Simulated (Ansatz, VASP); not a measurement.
# WS2: VASP beside Ansatz

Contents of INCAR:

```
PREC = Accurate ; ENCUT = 520
EDIFF = 1E-6 ; ISMEAR = -1
SIGMA = 0.05 ; LREAL = False
LASPH = True ; NELM = 150
ALGO = Normal ; ISIF = 2
LWAVE = False ; LCHARG = False
MAGMOM = 0 0 0 0 0 0 0 0 0 0 0 0 0 0 0 0 0 0 ; LORBIT = 11
LSORBIT = True ; GGA_COMPAT = False
LORBMOM = True ; LMAXMIX = 4
GGA = PS ; NBANDS = 68
```

The input KPOINTS:

```
Automatic mesh
0
Gamma
  7 7 3
```

Contents of POSCAR:

```
WS2
1.0
    3.1800000000      0.0000000000      0.0000000000
   -1.5900000000      2.7539607840      0.0000000000
    0.0000000000      0.0000000000     12.5000000000
W S
2 4
Direct
    0.6666666667      0.3333333333      0.7500000000
    0.3333333333      0.6666666667      0.2500000000
    0.6666666667      0.3333333333      0.3750000000
    0.3333333333      0.6666666667      0.8750000000
    0.6666666667      0.3333333333      0.1250000000
    0.3333333333      0.6666666667      0.6250000000
```

File input.yaml:

```yaml
crystal:
  lattice:
    - [3.18, 0.0, 0.0]
    - [-1.59, 2.753960784, 0.0]
    - [0.0, 0.0, 12.5]
  atoms:
    - { symbol: W, position: [0.6666666667, 0.3333333333, 0.75] }
    - { symbol: W, position: [0.3333333333, 0.6666666667, 0.25] }
    - { symbol: S, position: [0.6666666667, 0.3333333333, 0.375] }
    - { symbol: S, position: [0.3333333333, 0.6666666667, 0.875] }
    - { symbol: S, position: [0.6666666667, 0.3333333333, 0.125] }
    - { symbol: S, position: [0.3333333333, 0.6666666667, 0.625] }
hamiltonian:
  xc: pbesol
  pseudopotentials: { kind: paw_fr }
magnetization:
  noncollinear: true
  spin_orbit: true
kpoints:
  mp_grid: { grid: [7, 7, 3] }
  band_path:
    path:
      - [[0.0, 0.0, 0.0], [0.5, 0.0, 0.0], [0.3333333333, 0.3333333333, 0.0], [0.0, 0.0, 0.0], [0.0, 0.0, 0.5], [0.5, 0.0, 0.5], [0.3333333333, 0.3333333333, 0.5], [0.0, 0.0, 0.5]]
      - [[0.5, 0.0, 0.5], [0.5, 0.0, 0.0]]
      - [[0.3333333333, 0.3333333333, 0.0], [0.3333333333, 0.3333333333, 0.5]]
    npoints: 14
scf:
  occupations: { method: fermi_dirac, width: 0.05 }
  n_extra_bands: 15
output:
  forces: true
  stress: true
  eigenvalues: true
  fatbands: true
  write_density: true
  write_potential: true
  elf: true
  volumetric_format: npy
```

Alike in both runs: functional PBEsol; k mesh 7 × 7 × 3; occupations fermi-dirac, width 0.05 eV; non-collinear spin, spin-orbit coupling.

```csv
,VASP,Ansatz
version,VASP 6.6.1,Ansatz 0.2.0
potentials or method,"VASP PAW PBE potentials, release 64 (W_sv, S)",Ansatz PAW
plane-wave cutoff (eV),520,420
valence electrons in the cell,52,52
task,single point,band structure
```

```csv
,VASP,Ansatz,Ansatz less VASP
pressure (GPa),-2.4,-2.8,-0.41
"traceless stress, the component that is largest in VASP (GPa)",1.57,1.61,+0.042
rms of the force components (eV/Å),0.052,0.074,+0.0225
net moment per atom (μB),0.00,0.00,0.000
```

VASP's potentials were made for PBE, not for PBEsol. Atom by atom the forces differ by 0.022 eV/Å (rms over components).

Noted on Ansatz's run: the k mesh misses the band edges, so the gap on the mesh is wider than the one along the path.
